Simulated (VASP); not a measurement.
A run of VASP 6.6.1:

INCAR

```
SYSTEM = Ti
PREC = Accurate
ENCUT = 520
EDIFF = 1E-6
ISMEAR = -1
SIGMA = 0.1
LREAL = .FALSE.
LASPH = .TRUE.
NELM = 100
ALGO = Normal
ISIF = 2
LWAVE = .FALSE.
LCHARG = .FALSE.
GGA = B5
ALDAX = 1.0
AGGAX = 1.0
AGGAC = 1.0
ALDAC = 0.0
NBANDS = 19
```

File KPOINTS:

```
Automatic mesh
0
G
  11 11 11
  0 0 0
```

POSCAR

```
Ti
1.0
    0.0000000000      2.9511657524      2.9511657524
    2.9511657524      0.0000000000      2.9511657524
    2.9511657524      2.9511657524      0.0000000000
Ti
2
Direct
    0.1250000000      0.1250000000      0.1250000000
    0.8750000000      0.8750000000      0.8750000000
```

Potentials or basis: VASP PAW PBE potentials, release 64 (Ti_sv).

Command:

```console
$ cat potpaw_PBE.64/Ti_sv/POTCAR > POTCAR
$ mpirun -np 1 vasp_std > vasp.out
```

Hardware: 1 thread of Intel(R) Xeon(R) Platinum 8259CL CPU @ 2.50GHz (Skylake/Cascade Lake), with other jobs on the host.

**Question.** Estimate the wall time of this run.

**Answer.** Wall time 56 s on 1 thread of Intel(R) Xeon(R) Platinum 8259CL CPU @ 2.50GHz (Skylake/Cascade Lake), with other jobs on the host, peak memory 0.19 GiB. Counts: scf iterations 13, k points 56.
